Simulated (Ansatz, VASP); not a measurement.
## Two plane-wave programs on ZnS

Contents of INCAR:

```
  PREC = Accurate
  ENCUT = 520
  EDIFF = 1E-6
  ISMEAR = 0
  SIGMA = 0.05
  LREAL = F
  LASPH = T
  NELM = 100
  ALGO = Normal
  ISIF = 2
  LWAVE = F
  LCHARG = F
  GGA = PE
  NBANDS = 26
```

File KPOINTS:

```
Automatic mesh
0
Gamma
  9 9 4
```

Contents of POSCAR:

```
ZnS
1.0
    3.8455587354      0.0000000000      0.0000000000
   -1.9227793677      3.3303515566      0.0000000000
    0.0000000000      0.0000000000      6.3037246812
Zn S
2 2
Direct
    0.3039070105      0.6078140210      0.0052003729
    0.6960929895      0.3921859790      0.5052003729
    0.3571127361      0.7142254721      0.3797996271
    0.6428872639      0.2857745279      0.8797996271
```

Input for Ansatz:

```yaml
crystal:
  lattice:
    - [3.8455587354, 0.0, 0.0]
    - [-1.9227793677, 3.3303515566, 0.0]
    - [0.0, 0.0, 6.3037246812]
  atoms:
    - { symbol: Zn, position: [0.3039070105, 0.607814021, 0.0052003729] }
    - { symbol: Zn, position: [0.6960929895, 0.392185979, 0.5052003729] }
    - { symbol: S, position: [0.3571127361, 0.7142254721, 0.3797996271] }
    - { symbol: S, position: [0.6428872639, 0.2857745279, 0.8797996271] }
basis:
  ecutwfc: 520.0
kpoints:
  mp_grid: { grid: [9, 9, 4] }
hamiltonian:
  xc: pbe
scf:
  occupations: { method: gaussian, width: 0.05 }
output:
  forces: true
  stress: true
  eigenvalues: true
```

Change from the starting cell: mode 4 frozen in at +0.000 Å and mode 5 at -0.196 Å (largest displacements).

Alike in both runs: task single point; functional PBE; k mesh 9 × 9 × 4; occupations gaussian, width 0.05 eV; no spin polarisation.

|  | VASP | Ansatz |
| --- | --- | --- |
| version | VASP 6.6.1 | Ansatz 0.2.0 |
| potentials or method | VASP PAW PBE potentials, release 64 (Zn, S), cutoff 520 eV | scalar-relativistic, plane waves, PAW |
| valence electrons in the cell | 36 | 36 |

|  | VASP | Ansatz | Ansatz less VASP |
| --- | --- | --- | --- |
| gap on the k mesh at the Fermi level (eV) | 2.02 | 2.02 | -0.002 |
| least direct gap on the mesh (eV) | 2.02 | 2.02 | -0.002 |
| pressure (GPa) | -0.1 | -0.3 | -0.15 |
| traceless stress, the component that is largest in VASP (GPa) | 0.43 | 0.42 | -0.006 |
| rms of the force components (eV/Å) | 0.111 | 0.112 | +0.0009 |

Atom by atom the forces differ by 0.002 eV/Å (rms over components). With one functional, cell and mesh, what is left measures potentials, basis and numerics.
